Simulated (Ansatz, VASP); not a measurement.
**One calculation of CdO, two programs**

INCAR

```
PREC = Accurate
ENCUT = 600
EDIFF = 1E-6
ISMEAR = -1
SIGMA = 0.1
LREAL = False
LASPH = True
NELM = 120
ALGO = Normal
ISIF = 2
LWAVE = False
LCHARG = False
GGA = PS
NBANDS = 16
GGA_COMPAT = False
```

Contents of KPOINTS:

```
regular mesh
0
Gamma
  6 6 6
```

Contents of POSCAR:

```
CdO
1.0
    3.3226950000      0.0000000000      0.0000000000
    1.6613475000      2.8775382790      0.0000000000
    1.6613475000      0.9591794263      2.7129691070
Cd O
1 1
Direct
    0.0000000000      0.0000000000      0.0000000000
    0.5000000000      0.5000000000      0.5000000000
```

Input for Ansatz:

```yaml
crystal:
  lattice:
    - [3.322695, 0.0, 0.0]
    - [1.6613475000000004, 2.8775382790275352, 0.0]
    - [1.6613475000000004, 0.9591794263425119, 2.7129691069656503]
  atoms:
    - { symbol: Cd, position: [0.0, 0.0, 0.0] }
    - { symbol: O, position: [0.5000000000000002, 0.5, 0.49999999999999994] }
kpoints:
  mp_grid:
    grid: [6, 6, 6]
hamiltonian:
  xc: pbesol
  pseudopotentials:
    kind: paw
    azcp:
      folder: soft_1
scf:
  occupations:
    method: fermi_dirac
    width: 0.1
output:
  forces: true
  stress: true
```

Alike in both runs: task single point; functional PBEsol; k mesh 6 × 6 × 6; occupations fermi-dirac, width 0.1 eV; no spin polarisation.

|  | VASP | Ansatz |
| --- | --- | --- |
| version | VASP 6.6.1 | Ansatz 0.2.0 |
| potentials or method | VASP PAW PBE potentials, release 64 (Cd, O) | plane waves, PAW |
| plane-wave cutoff (eV) | 600 | 420 |
| valence electrons in the cell | 18 | 26 |

```csv
,VASP,Ansatz,Ansatz less VASP
pressure (GPa),0.6,-0.7,-1.28
```

VASP's potentials were made for PBE, not for PBEsol, and Ansatz warns of the same on its side. The functional is the same, so the differences come from potentials, cutoffs and numerics. VASP's potentials hold 18 valence electrons a cell and Ansatz's 26, so a difference there can come from the potentials and not from the codes.

The k mesh is coarse, so the values compare programs but aren't converged.
